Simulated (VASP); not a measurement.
Write the native input for VASP 6.6.1 that does the following.

- Task: single point
- Functional: LDA
- Potentials or basis: VASP PAW LDA potentials, release 64 (Zr_sv, Ti_sv)
- Cutoff: 500 eV
- k mesh: 3 × 3 × 2
- Occupations: fermi-dirac, width 0.1 eV
- Spin: no spin polarisation
- Dipole correction: no
- Further INCAR settings: ALGO = Normal; EDIFF = 1e-06; NBANDS = 19

The structure of ZrTi lies in POSCAR:

```
ZrTi
1.0
    3.1089940000      0.0000000000      0.0000000000
   -1.5544970000      2.6924677842      0.0000000000
    0.0000000000      0.0000000000      4.9204670000
Zr Ti
1 1
Direct
    0.0000000000      0.0000000000      0.0000000000
    0.3333333333      0.6666666667      0.5000000000
```

The input as run:

INCAR

```
SYSTEM = ZrTi
PREC     = Accurate       ! precision mode
ENCUT    = 500            ! plane-wave cutoff, eV
EDIFF    = 1E-6           ! SCF threshold, eV
ISMEAR   = -1             ! smearing method
SIGMA    = 0.1            ! smearing width, eV
LREAL    = .FALSE.        ! projectors in reciprocal space
LASPH    = .TRUE.         ! aspherical terms in the spheres
NELM     = 120            ! most SCF steps
ALGO     = Normal         ! electronic algorithm
ISIF     = 2              ! what is computed and relaxed
LWAVE    = .FALSE.        ! write WAVECAR
LCHARG   = .FALSE.        ! write CHGCAR
NBANDS   = 19             ! bands
GGA_COMPAT= .FALSE.
```

KPOINTS

```
regular mesh
0
G
  3 3 2
  0 0 0
```

Potentials or basis: VASP PAW LDA potentials, release 64 (Zr_sv, Ti_sv).

Command:

```console
$ cat potpaw_LDA.64/Zr_sv/POTCAR potpaw_LDA.64/Ti_sv/POTCAR > POTCAR
$ mpirun -np 1 vasp_std > vasp.out
```

Results of the run:

```json
{"Pressure": "-9.0 GPa", "Band gap on the k mesh": "zero (bands 12 and 13 overlap by 0.82 eV)"}
```

Caveat: the k points lie up to 0.78 Å⁻¹ apart, too coarse for converged energies and pressures of a metal.

Run time: 5 s on 1 thread of Intel(R) Xeon(R) Platinum 8375C CPU @ 2.90GHz (Ice Lake) (shared host), peak memory 0.13 GiB.
